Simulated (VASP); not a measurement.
# Al2Au (Fm-3m) in VASP: further runs

The runs below take Al2Au through single point, relaxation of cell and atoms, with PBEsol.

Program: VASP 6.6.1. These are calculated values, not measurements. Logs are shortened: lines on timing, memory, paths and dates and some standing lists are left out, and cuts for length are marked.

**1. The cell of the first run**

It takes space group Fm-3m (No. 225, cubic). The conventional cell has a = 6.003 Å, b = 6.003 Å, c = 6.003 Å, α = 90.00°, β = 90.00°, γ = 90.00°. Al (site symmetry -43m) has 4 Au at 2.60 Å and 6 Al at 3.00 Å within 3.4 Å. Within 3.4 Å of Au (site symmetry m-3m) lie 8 Al at 2.60 Å.

**2. Single point, PBEsol**

Input file INCAR:

```
PREC = Accurate
ENCUT = 520
EDIFF = 1E-6
ISMEAR = 0
SIGMA = 0.1
LREAL = False
LASPH = True
NELM = 60
ALGO = Normal
ISIF = 2
LWAVE = False
LCHARG = False
GGA = PS
NBANDS = 16
```

Input file KPOINTS:

```
Automatic mesh
0
Gamma
  12 12 12
```

Input file POSCAR:

```
Al2Au
1.0
    0.0000000000      3.0014927316      3.0014927316
    3.0014927316      0.0000000000      3.0014927316
    3.0014927316      3.0014927316      0.0000000000
Al Au
2 1
Direct
    0.2500000000      0.2500000000      0.2500000000
    0.7500000000      0.7500000000      0.7500000000
    0.0000000000      0.0000000000      0.0000000000
```

Potentials or basis: VASP PAW PBE potentials, release 64 (Al, Au).

Run with:

```
$ cat potpaw_PBE.64/Al/POTCAR potpaw_PBE.64/Au/POTCAR > POTCAR
$ mpirun -np 1 vasp_std > vasp.out
```

OUTCAR:

```text
PREC = Accurate
   ENCUT = 520
   EDIFF = 1E-6
   ISMEAR = 0
   LREAL = False
   LASPH = True
   NELM = 60
   ISIF = 2
   GGA = PS

 ion  position               nearest neighbor table
   1  0.250  0.250  0.250-   3 2.60   3 2.60   3 2.60   3 2.60   2 3.00   2 3.00   2 3.00   2 3.00
                             2 3.00   2 3.00
   2  0.750  0.750  0.750-   3 2.60   3 2.60   3 2.60   3 2.60   1 3.00   1 3.00   1 3.00   1 3.00
                             1 3.00   1 3.00
   3  0.000  0.000  0.000-   1 2.60   2 2.60   2 2.60   2 2.60   2 2.60   1 2.60   1 2.60   1 2.60

  LATTYP: Found a face centered cubic cell.
 ALAT       =     6.0029854632

  Lattice vectors:

 A1 = (   0.0000000000,   3.0014927316,   3.0014927316)
 A2 = (   3.0014927316,   0.0000000000,   3.0014927316)
 A3 = (   3.0014927316,   3.0014927316,   0.0000000000)

Analysis of symmetry for initial positions (statically):
=====================================================================
 Subroutine PRICEL returns:
 Original cell was already a primitive cell.

 Routine SETGRP: Setting up the symmetry group for a
 face centered cubic supercell.

 Subroutine GETGRP returns: Found 48 space group operations
 (whereof 48 operations were pure point group operations)
 out of a pool of 48 trial point group operations.

The static configuration has the point symmetry O_h .

Analysis of symmetry for dynamics (positions and initial velocities):
=====================================================================
 Subroutine PRICEL returns:
 Original cell was already a primitive cell.

 Routine SETGRP: Setting up the symmetry group for a
 face centered cubic supercell.

 Subroutine GETGRP returns: Found 48 space group operations
 (whereof 48 operations were pure point group operations)
 out of a pool of 48 trial point group operations.

The dynamic configuration has the point symmetry O_h .

 Subroutine INISYM returns: Found 48 space group operations
 (whereof 48 operations are pure point group operations),
 and found     1 'primitive' translations

----------------------------------------------------------------------------------------

                                     Primitive cell

  volume of cell :      54.0806

  direct lattice vectors                    reciprocal lattice vectors
     0.000000000  3.001492732  3.001492732    -0.166583778  0.166583778  0.166583778
     3.001492732  0.000000000  3.001492732     0.166583778 -0.166583778  0.166583778
     3.001492732  3.001492732  0.000000000     0.166583778  0.166583778 -0.166583778

  length of vectors
     4.244751728  4.244751728  4.244751728     0.288531568  0.288531568  0.288531568

  position of ions in fractional coordinates (direct lattice)
     0.250000000  0.250000000  0.250000000
     0.750000000  0.750000000  0.750000000
     0.000000000  0.000000000  0.000000000

  ion indices of the primitive-cell ions
   primitive index   ion index
                 1           1
                 2           2
                 3           3

----------------------------------------------------------------------------------------

 KPOINTS: Automatic mesh

Automatic generation of k-mesh.
 Grid dimensions read from file:
 generate k-points for:   12   12   12

 Generating k-lattice:

  Cartesian coordinates                     Fractional coordinates (reciprocal lattice)
    -0.013881982  0.013881982  0.013881982     0.083333333  0.000000000  0.000000000
     0.013881982 -0.013881982  0.013881982     0.000000000  0.083333333  0.000000000
     0.013881982  0.013881982 -0.013881982     0.000000000  0.000000000  0.083333333

  Length of vectors
     0.024044297  0.024044297  0.024044297

  Shift w.r.t. Gamma in fractional coordinates (k-lattice)
     0.000000000  0.000000000  0.000000000

 Subroutine IBZKPT returns following result:
 ===========================================

 Found     72 irreducible k-points:

 Following reciprocal coordinates:
            Coordinates               Weight
  0.000000  0.000000  0.000000      1.000000
  0.083333  0.000000  0.000000      8.000000
  0.166667  0.000000  0.000000      8.000000
  0.250000  0.000000  0.000000      8.000000
  0.333333  0.000000  0.000000      8.000000
  0.416667  0.000000  0.000000      8.000000
[... 16 lines left out ...]
  0.500000  0.166667  0.000000     24.000000
 -0.416667  0.166667  0.000000     24.000000
 [... further k-points ...]
   k-points           NKPTS =     72   k-points in BZ     NKDIM =     72   number of bands    NBANDS=     16
   number of dos      NEDOS =    301   number of ions     NIONS =      3
   total plane-waves  NPLWV =  32768
   dimension x,y,z NGX =    32 NGY =   32 NGZ =   32
   dimension x,y,z NGXF=    64 NGYF=   64 NGZF=   64
   ions per type =               2   1
   NGX,Y,Z   is equivalent  to a cutoff of  12.53, 12.53, 12.53 a.u.
   NGXF,Y,Z  is equivalent  to a cutoff of  25.07, 25.07, 25.07 a.u.
 SYSTEM =  unknown system
   PREC   = accura    normal or accurate (medium, high low for compatibility)
   ISTART =      0    job   : 0-new  1-cont  2-samecut
   ICHARG =      2    charge: 1-file 2-atom 10-const
   ISPIN  =      1    spin polarized calculation?
   LNONCOLLINEAR =      F non collinear calculations
   LSORBIT =      F    spin-orbit coupling
   LASPH  =      T    aspherical Exc in radial PAW
   ENCUT  =  520.0 eV  38.22 Ry    6.18 a.u.   7.89  7.89  7.89*2*pi/ulx,y,z
   NELM   =     60;   NELMIN=  2; NELMDL= -5     # of ELM steps
   EDIFF  = 0.1E-05   stopping-criterion for ELM
   LREAL  =      F    real-space projection
   EDIFFG = 0.1E-04   stopping-criterion for IOM
   NSW    =      0    number of steps for IOM
   IBRION =     -1    ionic relax: 0-MD 1-quasi-New 2-CG
   NFREE  =      0    steps in history (QN), initial steepest desc. (CG)
   ISIF   =      2    stress and relaxation
   ISYM   =      2    0-nonsym 1-usesym 2-fastsym
   POTIM  = 0.5000    time-step for ionic-motion
   TEBEG  =    0.0;   TEEND  =   0.0 temperature during run
   PSTRESS=    0.0 pullay stress
   NELECT =      17.0000    total number of electrons
   NUPDOWN=      -1.0000    fix difference up-down
   EMIN   =  10.00;   EMAX   =-10.00  energy-range for DOS
   EFERMI =   0.00;   METHOD = LEGACY
   ISMEAR =     0;   SIGMA  =   0.10  broadening in eV -4-tet -1-fermi 0-gaus
   EFERMI_NEDOS =   21; number of points for ismear=-14 and -15
   IALGO  =     38    algorithm
   IMIX   =      4    mixing-type and parameters
     AMIX     =   0.40;   BMIX     =  1.00
     AMIX_MAG =   1.60;   BMIX_MAG =  1.00
  volume/ion in A,a.u.               =      18.03       121.65
  Fermi-wavevector in a.u.,A,eV,Ry     =   1.113125  2.103501 16.858254  1.239047
  Thomas-Fermi vector in A             =   2.249706
   LORBIT       =      0    0 simple, 1 ext, 2 COOP (PROOUT), +10 PAW based schemes
   GGA     = PS    functional components
   LHFCALC =     F    Hartree Fock is set to
   AEXX    =    0.0000 exact exchange contribution
   IVDW    =     0    specifies the selected vdW correction
   LEPSILON=     F    determine dielectric tensor
   LRPA    =     F    only Hartree local field effects (RPA)
 non-spin polarized calculation
 Gauss-broadening in eV      SIGMA  =   0.10
  energy-cutoff  :      520.00
  volume of cell :       54.08
 maximum number of plane-waves:      1475
   NGX = 15   NGY = 15   NGZ = 15

 number of electron      17.0000001 magnetization

 Free energy of the ion-electron system (eV)
  ---------------------------------------------------
  ext. energy  EPLUGINS =         0.00000000
  ---------------------------------------------------
  free energy    TOTEN  =       -13.47797188 eV

  energy without entropy =      -13.47322071  energy(sigma->0) =      -13.47559629

 E-fermi :   7.6784     XC(G=0): -10.6330

 val. band max:        7.6599614617   @ k =   0.2500   0.1667   0.0833
 cond. band min:       7.7007712135   @ k =  -0.2500   0.0833   0.0000
 fundamental gap:      0.0408097517
 Fermi energy:         7.6783966567

 k-point     1 :       0.0000    0.0000    0.0000
  band No.  band energies     occupation
      1      -2.8805      2.00000
      2       1.0752      2.00000
      3       1.0752      2.00000
      4       1.0752      2.00000
      5       2.0348      2.00000
      6       2.0348      2.00000
[... 8 lines left out ...]
     15      13.3983      0.00000
     16      13.3983      0.00000

 k-point     2 :       0.0833    0.0000    0.0000
  band No.  band energies     occupation
      1      -2.7893      2.00000
      2       1.0449      2.00000
      3       1.0984      2.00000
      4       1.0984      2.00000
      5       2.0296      2.00000
      6       2.0296      2.00000
[... 8 lines left out ...]
     15      13.1537      0.00000
     16      13.2052      0.00000

 k-point     3 :       0.1667    0.0000    0.0000
  band No.  band energies     occupation
      1      -2.5206      2.00000
      2       0.9686      2.00000
      3       1.1590      2.00000
      4       1.1590      2.00000
      5       2.0221      2.00000
      6       2.0221      2.00000
[... 8 lines left out ...]
     15      13.1259      0.00000
     16      13.3371      0.00000

 k-point     4 :       0.2500    0.0000    0.0000
  band No.  band energies     occupation
      1      -2.0932      2.00000
      2       0.8856      2.00000
      3       1.2312      2.00000
      4       1.2312      2.00000
      5       2.0321      2.00000
      6       2.0321      2.00000
[... 8 lines left out ...]
     15      13.9756      0.00000
     16      14.1152      0.00000
[... 324 lines left out ...]
 k-point    22 :       0.4167    0.1667    0.0000
  band No.  band energies     occupation
      1      -1.0485      2.00000
      2       0.7136      2.00000
      3       1.3703      2.00000
      4       1.4277      2.00000
      5       2.0043      2.00000
      6       2.1926      2.00000
[... 8 lines left out ...]
     15      16.9323      0.00000
     16      17.3201      0.00000

 k-point    23 :       0.5000    0.1667    0.0000
  band No.  band energies     occupation
      1      -0.6051      2.00000
      2       0.8283      2.00000
      3       1.3899      2.00000
      4       1.4504      2.00000
      5       2.1718      2.00000
      6       2.1744      2.00000
[... 8 lines left out ...]
     15      16.8070      0.00000
     16      17.6423      0.00000

 k-point    24 :      -0.4167    0.1667    0.0000
  band No.  band energies     occupation
      1      -0.5383      2.00000
      2       0.8925      2.00000
      3       1.4344      2.00000
      4       1.4542      2.00000
      5       2.0799      2.00000
      6       2.0958      2.00000
[... 8 lines left out ...]
     15      15.8918      0.00000
     16      16.4090      0.00000

 [... further k-points ...]

------------------------ aborting loop because EDIFF is reached ----------------------------------------

  FORCE on cell =-STRESS in cart. coord.  units (eV):
  Direction    XX          YY          ZZ          XY          YZ          ZX
  --------------------------------------------------------------------------------------
  -------------------------------------------------------------------------------------
  Total       -0.0585167     -0.0585167     -0.0585167     -0.0000000     -0.0000000      0.0000000
  in kB       -1.7335971     -1.7335971     -1.7335971     -0.0000000     -0.0000000      0.0000000
  external PRESSURE =      -1.7335971 kB  Pullay stress =       0.0000000 kB

 VOLUME and BASIS-vectors are now :
 -----------------------------------------------------------------------------
  energy-cutoff  :      520.00
  volume of cell :       54.08
      direct lattice vectors                 reciprocal lattice vectors
     0.000000000  3.001492732  3.001492732    -0.166583778  0.166583778  0.166583778
     3.001492732  0.000000000  3.001492732     0.166583778 -0.166583778  0.166583778
     3.001492732  3.001492732  0.000000000     0.166583778  0.166583778 -0.166583778

 POSITION                                       TOTAL-FORCE (eV/Angst)
 -----------------------------------------------------------------------------------
      1.50075      1.50075      1.50075        -0.000000     -0.000000     -0.000000
      4.50224      4.50224      4.50224         0.000000      0.000000      0.000000
      0.00000      0.00000      0.00000        -0.000000     -0.000000     -0.000000
 -----------------------------------------------------------------------------------
    total drift:                                0.000000     -0.000000      0.000000

  FREE ENERGIE OF THE ION-ELECTRON SYSTEM (eV)
  ---------------------------------------------------
  free  energy   TOTEN  =       -13.4779718813 eV

  energy  without entropy=      -13.4732207078  energy(sigma->0) =      -13.47559629
```

It took 18 s on 1 thread of AMD EPYC 9R45 (Zen 5), shared host; peak memory 0.18 GiB.

Results:

| Property | Result |
| --- | --- |
| Free energy | -13.4780 eV |
| Pressure | -0.2 GPa |
| Band gap on the k mesh | zero (an odd number of electrons rules out a gap without spin polarisation) |

Levels at points of the mesh, in eV from the Fermi level:
```tsv
k point	band 7	band 8	band 9	band 10	band 11	band 12
(0.00, 0.00, 0.00)	2.26	2.92	2.92	2.92	3.92	3.92
(0.50, 0.00, 0.00)	-5.47	0.35	0.35	3.25	3.58	3.81
(0.50, 0.50, 0.00)	-5.04	-2.12	-2.12	1.27	2.03	7.65
```

Caveat: the PAW data sets were made with another functional, which shifts forces and pressure a little; spin-orbit coupling is left out, which moves the levels of the heavy elements.

[end of part 1 of 2]

The gap in the log of VASP goes by the Fermi energy; the results here count the filled bands.